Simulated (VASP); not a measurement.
Crystal: Yb.

```
CELL_PARAMETERS angstrom
0.00000 2.71539 2.71539
2.71539 0.00000 2.71539
2.71539 2.71539 0.00000
ATOMIC_POSITIONS crystal
Yb 0.00000 0.00000 0.00000
```

| Item | Value |
| --- | --- |
| Program | VASP 6.6.1 |
| Task | relaxation of cell and atoms |
| Functional | r2SCAN |
| Potentials or basis | VASP PAW PBE potentials, release 64 (Yb) |
| Cutoff | 600 eV |
| k mesh | 10 × 10 × 10 |
| Occupations | fermi-dirac, width 0.05 eV |
| Spin | no spin polarisation |

At the start: pressure -2.3 GPa; volume 40.04 Å³/atom.

Question: Where does the relaxation end?

Answer: Over 6 steps the energy falls by 42.5 meV/atom and the volume is 34.75 Å³/atom (-13.2 %); space group Fm-3m (No. 225, to 0.1 Å) before and after.

Step by step:
| step | energy change (eV) | largest force (eV/Å) | pressure (GPa) | volume (Å³) |
| --- | --- | --- | --- | --- |
| 1 | 0.0000 | 0.0000 | -2.31 | 40.04 |
| 2 | -0.0353 | 0.0000 | -1.14 | 36.79 |
| 3 | -0.0424 | 0.0000 | 0.09 | 34.49 |
| 4 | -0.0425 | 0.0000 | 0.06 | 34.65 |
| 5 | -0.0425 | 0.0000 | -0.15 | 34.97 |
| 6 | -0.0425 | 0.0000 | -0.01 | 34.75 |

Final structure:
```
CELL_PARAMETERS angstrom
0.00000 2.59017 2.59017
2.59017 0.00000 2.59017
2.59017 2.59017 0.00000
ATOMIC_POSITIONS crystal
Yb 0.00000 0.00000 0.00000
```

Caveat: the PAW data sets were made with another functional, which shifts forces and pressure a little.
